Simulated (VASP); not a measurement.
Here is a VASP 6.6.1 calculation.

POSCAR

```
HgTe
1.0
   -2.9834303915      2.9834303915      1.5275763738
    2.9834303915     -2.9834303915      1.5275763738
    2.9834303915      2.9834303915     -1.5275763738
Hg Te
1 1
Direct
    0.7500000000      0.2500000000      0.5000000000
    0.0000000000      0.0000000000      0.0000000000
```

Contents of INCAR.step1:

```
  ALGO = Normal
  EDIFF = 1E-5
  ENCUT = 440
  GGA = PE
  GGA_COMPAT = False
  ISIF = 2
  ISMEAR = -1
  LASPH = True
  LREAL = False
  LWAVE = True
  NBANDS = 16
  NELM = 120
  PREC = Accurate
  SIGMA = 0.05
```

File INCAR.step2:

```
  AEXX = 0.25
  ALGO = Normal
  EDIFF = 1E-6
  ENCUT = 440
  GGA_COMPAT = False
  ISIF = 2
  ISMEAR = -1
  ISTART = 1
  LASPH = True
  LCHARG = True
  LELF = True
  LHFCALC = True
  LMIXTAU = True
  LREAL = False
  LVHAR = True
  LWAVE = False
  METAGGA = R2SCAN
  NBANDS = 16
  NELM = 120
  PREC = Accurate
  PRECFOCK = Normal
  SIGMA = 0.05
```

File KPOINTS:

```
k-points
0
Gamma
  5 5 5
```

Potentials or basis: VASP PAW PBE potentials, release 64 (Hg, Te).

The run is started by

```console
$ cat potpaw_PBE.64/Hg/POTCAR potpaw_PBE.64/Te/POTCAR > POTCAR
$ cp INCAR.step1 INCAR
$ mpirun -np 1 vasp_std > vasp.out
$ cp INCAR.step2 INCAR
$ mpirun -np 1 vasp_std > vasp.out
```

**Question.** Estimate the pressure.

**Answer.** 0.7 GPa.

**Question.** Estimate the band gap on the k mesh.

**Answer.** Zero (bands 9 and 10 overlap by 2.49 eV).

Stress tensor (GPa, compression positive):
```
-1.23  0.00  0.00
 0.00 -1.23  0.00
 0.00  0.00  4.60
```

Caveat: the k points lie up to 0.46 Å⁻¹ apart, too coarse for converged energies and pressures of a metal; the PAW data sets were made with another functional, which shifts forces and pressure a little; spin-orbit coupling is left out, which moves the levels of the heavy elements.
